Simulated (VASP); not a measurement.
A run of VASP 6.6.1 is set up as follows.

The input INCAR:

```
PREC = Accurate
ENCUT = 520
EDIFF = 1E-7
ISMEAR = -1
SIGMA = 0.1
LREAL = False
LASPH = True
NELM = 80
ALGO = Normal
ISIF = 2
LWAVE = False
LCHARG = False
GGA = B5
ALDAX = 1.0
AGGAX = 1.0
AGGAC = 1.0
ALDAC = 0.0
NBANDS = 19
```

Contents of KPOINTS:

```
Automatic mesh
0
Gamma
  9 9 13
```

POSCAR

```
Os
1.0
    4.5513166468      0.0000000000      0.0000000000
   -2.2756583234      3.9415558368      0.0000000000
    0.0000000000      0.0000000000      2.8744603861
Os
3
Direct
    1.0000000000      1.0000000000      0.0000000000
    0.3333333333      0.6666666667      0.5000000000
    0.6666666667      0.3333333333      0.5000000000
```

Potentials or basis: VASP PAW PBE potentials, release 64 (Os).

Run with:

```bash
$ cat potpaw_PBE.64/Os/POTCAR > POTCAR
$ mpirun -np 1 vasp_std > vasp.out
```

Predict the band gap on the k mesh.

zero (bands 12 and 13 overlap by 2.12 eV).

Predict the pressure.

-26.3 GPa.

Stress tensor (GPa, compression positive):
```
-27.87   0.00   0.00
  0.00 -27.87   0.00
  0.00   0.00 -23.22
```

Caveat: the cell stands under tension; the PAW data sets were made with another functional, which shifts forces and pressure a little; spin-orbit coupling is left out, which moves the levels of the heavy elements.
